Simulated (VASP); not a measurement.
## HfO2: single point with r2SCAN

The system is HfO2.

```
CELL_PARAMETERS angstrom
5.11378 0.00000 -0.00570
0.00000 5.18148 0.00000
-0.86375 0.00000 5.22401
ATOMIC_POSITIONS crystal
Hf 0.27619 0.04183 0.20820
Hf 0.72381 0.54183 0.29180
Hf 0.72381 0.95817 0.79180
Hf 0.27619 0.45817 0.70820
O 0.44792 0.75769 0.47851
O 0.55208 0.25769 0.02149
O 0.55208 0.24231 0.52149
O 0.44792 0.74231 0.97851
O 0.07017 0.33391 0.34392
O 0.92983 0.83391 0.15608
O 0.92983 0.66609 0.65608
O 0.07017 0.16609 0.84392
```

* Program: VASP 6.6.1
* Task: single point
* Functional: r2SCAN
* Potentials or basis: VASP PAW PBE potentials, release 64 (Hf_pv, O)
* Cutoff: 520 eV
* k mesh: 4 × 4 × 4
* Occupations: gaussian, width 0.01 eV
* Spin: no spin polarisation

- Pressure: -3.4 GPa
- Largest force: 0.095 eV/Å
- Band gap on the k mesh: 4.55 eV (least direct gap 4.64 eV)

Forces on the atoms (eV/Å):
```
Hf  -0.071  0.019 -0.060
Hf   0.071  0.019  0.060
Hf   0.071 -0.019  0.060
Hf  -0.071 -0.019 -0.060
O    0.045  0.006 -0.014
O   -0.045  0.006  0.014
O   -0.045 -0.006  0.014
O    0.045 -0.006 -0.014
O    0.009 -0.004  0.041
O   -0.009 -0.004 -0.041
O   -0.009  0.004 -0.041
O    0.009  0.004  0.041
```

Stress tensor (GPa, compression positive):
```
-3.42  0.00 -0.22
 0.00 -3.44  0.00
-0.22  0.00 -3.36
```

Levels at points of the mesh, in eV from the valence-band top:
```tsv
k point	band 42	band 43	band 44	band 45	band 46	band 47
(0.00, 0.00, 0.00)	-0.57	-0.24	0.00	5.00	5.60	5.68
(0.50, 0.00, 0.00)	-0.63	-0.48	-0.09	4.55	5.61	5.72
(0.00, 0.50, 0.00)	-0.86	-0.49	-0.49	5.52	5.52	6.07
(0.50, 0.50, 0.00)	-1.00	-0.65	-0.65	5.24	5.24	5.74
(0.00, 0.00, 0.50)	-0.91	-0.52	-0.52	5.23	5.23	5.73
(0.50, 0.00, 0.50)	-1.03	-0.51	-0.51	4.86	4.86	6.01
(0.00, 0.50, 0.50)	-0.96	-0.70	-0.70	5.44	5.44	5.62
(0.50, 0.50, 0.50)	-1.12	-0.78	-0.78	5.05	5.05	5.75
```

Run time: 23 min on 1 thread of Oxide Virtual Turin-like Processor, on a shared host, peak memory 0.33 GiB.

Caveat: the cell stands under tension; the PAW data sets were made with another functional, which shifts forces and pressure a little; spin-orbit coupling is left out, which moves the levels of the heavy elements. A k mesh can miss the band edges.
